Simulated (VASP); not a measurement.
# CuPd (Cmmm) in VASP: single point with LDA

Aim: the single point of CuPd with LDA.

Program: VASP 6.6.1. These are calculated values, not measurements. Logs are shortened: lines on timing, memory, paths and dates and some standing lists are left out, and cuts for length are marked.

## Step 1: The cell of the first run

The structure is orthorhombic, space group Cmmm (No. 65). Conventional cell: a = 3.035 Å, b = 4.394 Å, c = 4.188 Å, α = 90.00°, β = 90.00°, γ = 90.00°. Cu (site symmetry mmm) has 8 Pd at 2.59 to 3.04 Å and 6 Cu at 2.67 to 3.03 Å within 3.4 Å. Pd (site symmetry mmm) has 8 Cu at 2.59 to 3.04 Å and 6 Pd at 2.67 to 3.03 Å within 3.4 Å.

## Step 2: Single point, LDA

Contents of INCAR:

```
PREC     = Accurate       # precision mode
ENCUT    = 600            # plane-wave cutoff, eV
EDIFF    = 1E-6           # SCF threshold, eV
ISMEAR   = 1              # smearing method
SIGMA    = 0.15           # smearing width, eV
LREAL    = F              # projectors in reciprocal space
LASPH    = T              # aspherical terms in the spheres
NELM     = 120            # most SCF steps
ALGO     = Normal         # electronic algorithm
ISIF     = 2              # what is computed and relaxed
LWAVE    = F              # write WAVECAR
LCHARG   = T              # write CHGCAR
LELF     = T              # ELF
LVHAR    = T            
NBANDS   = 18             # bands
GGA_COMPAT= F
```

Contents of KPOINTS:

```
regular mesh
0
Gamma
  11 11 7
```

Contents of POSCAR:

```
CuPd
1.0
    1.5173270000     -2.1969700000      0.0000000000
    1.5173270000      2.1969700000      0.0000000000
    0.0000000000      0.0000000000      4.1879990000
Cu Pd
1 1
Direct
    0.0000000000      0.0000000000      0.0000000000
    0.5000000000      0.5000000000      0.5000000000
```

Potentials or basis: VASP PAW LDA potentials, release 64 (Cu, Pd).

Launch:

```
cat potpaw_LDA.64/Cu/POTCAR potpaw_LDA.64/Pd/POTCAR > POTCAR
mpirun -np 1 vasp_std > vasp.out
```

OUTCAR:

```text
PREC = Accurate
   ENCUT = 600
   EDIFF = 1E-6
   ISMEAR = 1
   LREAL = F
   LASPH = T
   NELM = 120
   ISIF = 2

 ion  position               nearest neighbor table
   1  0.000  0.000  0.000-   2 2.59   2 2.59   2 2.59   2 2.59   2 3.04   2 3.04   2 3.04   2 3.04

   2  0.500  0.500  0.500-   1 2.59   1 2.59   1 2.59   1 2.59   1 3.04   1 3.04   1 3.04   1 3.04

  LATTYP: Found a base centered orthorhombic cell.
 ALAT       =     3.0346540000
 B/A-ratio  =     1.4479212457
 C/A-ratio  =     1.3800581549

  Lattice vectors:

 A1 = (   1.5173270000,  -2.1969700000,   0.0000000000)
 A2 = (   1.5173270000,   2.1969700000,   0.0000000000)
 A3 = (   0.0000000000,   0.0000000000,   4.1879990000)

Analysis of symmetry for initial positions (statically):
=====================================================================
 Subroutine PRICEL returns:
 Original cell was already a primitive cell.

 Routine SETGRP: Setting up the symmetry group for a
 base centered orthorhombic supercell.

 Subroutine GETGRP returns: Found  8 space group operations
 (whereof  8 operations were pure point group operations)
 out of a pool of  8 trial point group operations.

The static configuration has the point symmetry D_2h.

Analysis of symmetry for dynamics (positions and initial velocities):
=====================================================================
 Subroutine PRICEL returns:
 Original cell was already a primitive cell.

 Routine SETGRP: Setting up the symmetry group for a
 base centered orthorhombic supercell.

 Subroutine GETGRP returns: Found  8 space group operations
 (whereof  8 operations were pure point group operations)
 out of a pool of  8 trial point group operations.

The dynamic configuration has the point symmetry D_2h.

 Subroutine INISYM returns: Found  8 space group operations
 (whereof  8 operations are pure point group operations),
 and found     1 'primitive' translations

----------------------------------------------------------------------------------------

                                     Primitive cell

  volume of cell :      27.9216

  direct lattice vectors                    reciprocal lattice vectors
     1.517327000 -2.196970000  0.000000000     0.329526859 -0.227586176  0.000000000
     1.517327000  2.196970000  0.000000000     0.329526859  0.227586176  0.000000000
     0.000000000  0.000000000  4.187999000     0.000000000  0.000000000  0.238777516

  length of vectors
     2.670010937  2.670010937  4.187999000     0.400478986  0.400478986  0.238777516

  position of ions in fractional coordinates (direct lattice)
     0.000000000  0.000000000  0.000000000
     0.500000000  0.500000000  0.500000000

  ion indices of the primitive-cell ions
   primitive index   ion index
                 1           1
                 2           2

----------------------------------------------------------------------------------------

 KPOINTS: regular mesh

Automatic generation of k-mesh.
 Grid dimensions read from file:
 generate k-points for:   11   11    7

 Generating k-lattice:

  Cartesian coordinates                     Fractional coordinates (reciprocal lattice)
     0.029956987 -0.020689652  0.000000000     0.090909091  0.000000000  0.000000000
     0.029956987  0.020689652  0.000000000     0.000000000  0.090909091  0.000000000
     0.000000000  0.000000000  0.034111074     0.000000000  0.000000000  0.142857143

  Length of vectors
     0.036407181  0.036407181  0.034111074

  Shift w.r.t. Gamma in fractional coordinates (k-lattice)
     0.000000000  0.000000000  0.000000000

 Subroutine IBZKPT returns following result:
 ===========================================

 Found    144 irreducible k-points:

 Following reciprocal coordinates:
            Coordinates               Weight
  0.000000  0.000000  0.000000      1.000000
  0.090909  0.000000  0.000000      4.000000
  0.181818  0.000000  0.000000      4.000000
  0.272727  0.000000  0.000000      4.000000
  0.363636  0.000000  0.000000      4.000000
  0.454545  0.000000  0.000000      4.000000
[... 16 lines left out ...]
 -0.272727  0.181818  0.000000      4.000000
 -0.181818  0.181818  0.000000      2.000000
 [... further k-points ...]
   k-points           NKPTS =    144   k-points in BZ     NKDIM =    144   number of bands    NBANDS=     18
   number of dos      NEDOS =    301   number of ions     NIONS =      2
   total plane-waves  NPLWV =  20736
   dimension x,y,z NGX =    24 NGY =   24 NGZ =   36
   dimension x,y,z NGXF=    48 NGYF=   48 NGZF=   72
   ions per type =               1   1
   NGX,Y,Z   is equivalent  to a cutoff of  14.94, 14.94, 14.29 a.u.
   NGXF,Y,Z  is equivalent  to a cutoff of  29.89, 29.89, 28.58 a.u.
 SYSTEM =  unknown system
   PREC   = accura    normal or accurate (medium, high low for compatibility)
   ISTART =      0    job   : 0-new  1-cont  2-samecut
   ICHARG =      2    charge: 1-file 2-atom 10-const
   ISPIN  =      1    spin polarized calculation?
   LNONCOLLINEAR =      F non collinear calculations
   LSORBIT =      F    spin-orbit coupling
   LASPH  =      T    aspherical Exc in radial PAW
   ENCUT  =  600.0 eV  44.10 Ry    6.64 a.u.   5.33  5.33  8.36*2*pi/ulx,y,z
   NELM   =    120;   NELMIN=  2; NELMDL= -5     # of ELM steps
   EDIFF  = 0.1E-05   stopping-criterion for ELM
   LREAL  =      F    real-space projection
   EDIFFG = 0.1E-04   stopping-criterion for IOM
   NSW    =      0    number of steps for IOM
   IBRION =     -1    ionic relax: 0-MD 1-quasi-New 2-CG
   NFREE  =      0    steps in history (QN), initial steepest desc. (CG)
   ISIF   =      2    stress and relaxation
   ISYM   =      2    0-nonsym 1-usesym 2-fastsym
   POTIM  = 0.5000    time-step for ionic-motion
   TEBEG  =    0.0;   TEEND  =   0.0 temperature during run
   PSTRESS=    0.0 pullay stress
   NELECT =      21.0000    total number of electrons
   NUPDOWN=      -1.0000    fix difference up-down
   EMIN   =  10.00;   EMAX   =-10.00  energy-range for DOS
   EFERMI =   0.00;   METHOD = LEGACY
   ISMEAR =     1;   SIGMA  =   0.15  broadening in eV -4-tet -1-fermi 0-gaus
   EFERMI_NEDOS =   21; number of points for ismear=-14 and -15
   IALGO  =     38    algorithm
   IMIX   =      4    mixing-type and parameters
     AMIX     =   0.40;   BMIX     =  1.00
     AMIX_MAG =   1.60;   BMIX_MAG =  1.00
  volume/ion in A,a.u.               =      13.96        94.21
  Fermi-wavevector in a.u.,A,eV,Ry     =   1.488794  2.813413 30.157420  2.216508
  Thomas-Fermi vector in A             =   2.601784
   LORBIT       =      0    0 simple, 1 ext, 2 COOP (PROOUT), +10 PAW based schemes
   GGA     = CA    functional components
   LHFCALC =     F    Hartree Fock is set to
   AEXX    =    0.0000 exact exchange contribution
   IVDW    =     0    specifies the selected vdW correction
   LEPSILON=     F    determine dielectric tensor
   LRPA    =     F    only Hartree local field effects (RPA)
 non-spin polarized calculation
 Methfessel and Paxton  Order N= 1 SIGMA  =   0.15
  energy-cutoff  :      600.00
  volume of cell :       27.92
 maximum number of plane-waves:       947
 NGX is ok and might be reduce to    24
   NGX = 11   NGY = 11   NGZ = 17

 number of electron      21.0000013 magnetization

 Free energy of the ion-electron system (eV)
  ---------------------------------------------------
  ext. energy  EPLUGINS =         0.00000000
  ---------------------------------------------------
  free energy    TOTEN  =       -11.12356710 eV

  energy without entropy =      -11.12337133  energy(sigma->0) =      -11.12350184

 E-fermi :   7.6686     XC(G=0): -13.0130

 val. band max:        7.6679724695   @ k =  -0.0909   0.0909   0.0000
 cond. band min:       7.6701300284   @ k =   0.1818   0.1818   0.4286
 fundamental gap:      0.0021575589
 Fermi energy:         7.6686441036

 k-point     1 :       0.0000    0.0000    0.0000
  band No.  band energies     occupation
      1       0.0323      2.00000
      2       2.9531      2.00000
      3       4.0663      2.00000
      4       5.0015      2.00000
      5       5.1867      2.00000
      6       5.4160      2.00000
[... 10 lines left out ...]
     17      28.9271      0.00000
     18      29.2568      0.00000

 k-point     2 :       0.0909    0.0000    0.0000
  band No.  band energies     occupation
      1       0.2550      2.00000
      2       3.1047      2.00000
      3       4.1075      2.00000
      4       4.9808      2.00000
      5       5.2021      2.00000
      6       5.4578      2.00000
[... 10 lines left out ...]
     17      28.5104      0.00000
     18      29.8298      0.00000

 k-point     3 :       0.1818    0.0000    0.0000
  band No.  band energies     occupation
      1       0.8932      2.00000
      2       3.4620      2.00000
      3       4.2137      2.00000
      4       4.8816      2.00000
      5       5.1583      2.00000
      6       5.7121      2.00000
[... 10 lines left out ...]
     17      27.0412      0.00000
     18      29.4084      0.00000

 k-point     4 :       0.2727    0.0000    0.0000
  band No.  band energies     occupation
      1       1.8426      2.00000
      2       3.6795      2.00000
      3       4.4914      2.00000
      4       4.5824      2.00000
      5       5.0716      2.00000
      6       5.2913      2.00000
[... 10 lines left out ...]
     17      25.0130      0.00000
     18      27.1445      0.00000

 k-point     5 :       0.3636    0.0000    0.0000
  band No.  band energies     occupation
      1       2.8153      2.00000
      2       3.7473      2.00000
      3       4.1923      2.00000
      4       4.7847      2.00000
      5       5.0791      2.00000
      6       5.1074      2.00000
[... 10 lines left out ...]
     17      23.6675      0.00000
     18      25.3803      0.00000

 k-point     6 :       0.4545    0.0000    0.0000
  band No.  band energies     occupation
      1       3.1662      2.00000
      2       3.9607      2.00000
      3       4.2067      2.00000
      4       4.7023      2.00000
      5       5.0255      2.00000
      6       5.2597      2.00000
[... 10 lines left out ...]
     17      23.7541      0.00000
     18      24.2792      0.00000

 k-point     7 :       0.0909    0.0909    0.0000
  band No.  band energies     occupation
      1       0.6290      2.00000
      2       3.3588      2.00000
      3       4.0357      2.00000
      4       4.9961      2.00000
      5       5.3419      2.00000
      6       5.4032      2.00000
[... 10 lines left out ...]
     17      28.0248      0.00000
     18      29.3146      0.00000

 k-point     8 :       0.1818    0.0909    0.0000
  band No.  band energies     occupation
      1       1.3868      2.00000
      2       3.7161      2.00000
      3       4.1536      2.00000
      4       4.9130      2.00000
      5       5.2980      2.00000
      6       5.5972      2.00000
[... 10 lines left out ...]
     17      26.9841      0.00000
     18      28.4619      0.00000
[... 229 lines left out ...]
     17      21.1952      0.00000
     18      25.8587      0.00000

 k-point    20 :       0.4545    0.1818    0.0000
  band No.  band energies     occupation
      1       3.8307      2.00000
      2       3.9393      2.00000
      3       4.3386      2.00000
      4       4.5153      2.00000
      5       4.6444      2.00000
      6       5.3192      2.00000
[... 10 lines left out ...]
     17      20.1068      0.00000
     18      26.3515      0.00000

 k-point    21 :      -0.4545    0.1818    0.0000
  band No.  band energies     occupation
      1       3.6415      2.00000
      2       3.9343      2.00000
      3       3.9719      2.00000
      4       4.4936      2.00000
      5       4.5973      2.00000
      6       5.1800      2.00000
[... 10 lines left out ...]
     17      22.0983      0.00000
     18      27.1472      0.00000

 k-point    22 :      -0.3636    0.1818    0.0000
  band No.  band energies     occupation
      1       2.6735      2.00000
      2       4.0140      2.00000
      3       4.1285      2.00000
      4       4.4917      2.00000
      5       4.6422      2.00000
      6       5.1966      2.00000
[... 10 lines left out ...]
     17      25.0580      0.00000
     18      26.9495      0.00000

 k-point    23 :      -0.2727    0.1818    0.0000
  band No.  band energies     occupation
      1       1.7678      2.00000
      2       3.7813      2.00000
      3       4.4898      2.00000
      4       4.7362      2.00000
      5       4.7549      2.00000
      6       5.2435      2.00000
[... 10 lines left out ...]
     17      25.6825      0.00000
     18      28.4061      0.00000

 k-point    24 :      -0.1818    0.1818    0.0000
  band No.  band energies     occupation
      1       1.1101      2.00000
      2       3.5533      2.00000
      3       4.7610      2.00000
      4       4.9092      2.00000
      5       5.0211      2.00000
      6       5.0403      2.00000
[... 10 lines left out ...]
     17      27.4165      0.00000
     18      29.8257      0.00000

 [... further k-points ...]
[... 5 lines left out ...]
  --------------------------------------------------------------------------------------
  -------------------------------------------------------------------------------------
  Total       -2.3618043     -2.3266797     -2.3002142      0.0000000      0.0000000      0.0000000
  in kB     -135.5235017   -133.5080069   -131.9893790      0.0000000      0.0000000      0.0000000
  external PRESSURE =    -133.6736292 kB  Pullay stress =       0.0000000 kB

 VOLUME and BASIS-vectors are now :
 -----------------------------------------------------------------------------
  energy-cutoff  :      600.00
  volume of cell :       27.92
      direct lattice vectors                 reciprocal lattice vectors
     1.517327000 -2.196970000  0.000000000     0.329526859 -0.227586176  0.000000000
     1.517327000  2.196970000  0.000000000     0.329526859  0.227586176  0.000000000
     0.000000000  0.000000000  4.187999000     0.000000000  0.000000000  0.238777516

 POSITION                                       TOTAL-FORCE (eV/Angst)
 -----------------------------------------------------------------------------------
      0.00000      0.00000      0.00000         0.000000     -0.000000      0.000000
      1.51733      0.00000      2.09400        -0.000000      0.000000      0.000000
 -----------------------------------------------------------------------------------
    total drift:                                0.000000     -0.000000     -0.000000

  FREE ENERGIE OF THE ION-ELECTRON SYSTEM (eV)
  ---------------------------------------------------
  free  energy   TOTEN  =       -11.1235670962 eV

  energy  without entropy=      -11.1233713345  energy(sigma->0) =      -11.12350184
```

It took 30 s on 1 thread of Intel Xeon 6975P-C (Granite Rapids), shared host; peak memory 0.21 GiB.

What came out:

- Free energy: -11.1236 eV
- Pressure: -13.4 GPa
- Band gap on the k mesh: zero (an odd number of electrons rules out a gap without spin polarisation)

Levels at points of the mesh, in eV from the Fermi level:
| k point | band 7 | band 8 | band 9 | band 10 | band 11 | band 12 | band 13 | band 14 |
| --- | --- | --- | --- | --- | --- | --- | --- | --- |
| (0.00, 0.00, 0.00) | -1.46 | -1.45 | -0.95 | -0.62 | 0.03 | 1.12 | 6.77 | 15.50 |

Caveat: the cell stands under tension.
